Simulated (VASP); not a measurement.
## CsH: single point with LDA

CsH:

```xyz
4
Lattice="2.9291 2.9291 0.0000 -2.9291 2.9291 0.0000 0.0000 0.0000 5.8581" Properties=species:S:1:pos:R:3 pbc="T T T"
Cs    0.0000    0.0000    0.0000
Cs    0.0000    2.9291    2.9291
H     0.0000    2.9291    0.0000
H     0.0000    0.0000    2.9291
```

```json
{
 "Program": "VASP 6.6.1",
 "Task": "single point",
 "Functional": "LDA",
 "Potentials or basis": "VASP PAW LDA potentials, release 64 (Cs_sv, H)",
 "Cutoff": "520 eV",
 "k mesh": "6 × 6 × 6",
 "Occupations": "gaussian, width 0.02 eV",
 "Spin": "no spin polarisation",
 "Dipole correction": "no",
 "Further INCAR settings": "ALGO = Normal; EDIFF = 1e-07; NBANDS = 18"
}
```

The pressure is 1.9 GPa. The band gap on the k mesh is 1.48 eV.

Levels at points of the mesh, in eV from the valence-band top:
| k point | band 8 | band 9 | band 10 | band 11 | band 12 | band 13 |
| --- | --- | --- | --- | --- | --- | --- |
| (0.00, 0.00, 0.00) | -7.85 | -2.47 | -2.13 | 2.14 | 4.82 | 4.82 |
| (0.50, 0.00, 0.00) | -8.04 | -0.69 | -0.69 | 2.76 | 2.76 | 3.78 |
| (0.50, 0.50, 0.00) | -8.40 | -2.13 | -2.13 | 2.14 | 2.14 | 6.39 |
| (0.00, 0.00, 0.50) | -8.13 | -1.48 | -1.48 | 3.08 | 3.08 | 4.25 |
| (0.50, 0.00, 0.50) | -8.03 | 0.00 | 0.00 | 1.48 | 1.48 | 4.29 |
| (0.50, 0.50, 0.50) | -8.53 | -1.35 | -1.35 | 3.89 | 3.89 | 3.89 |

Wall time 37 s on 1 thread of Intel(R) Xeon(R) Platinum 8488C (Sapphire Rapids), with other jobs on the host, peak memory 0.21 GiB.

Caveat: spin-orbit coupling is left out, which moves the levels of the heavy elements. A k mesh can miss the band edges.
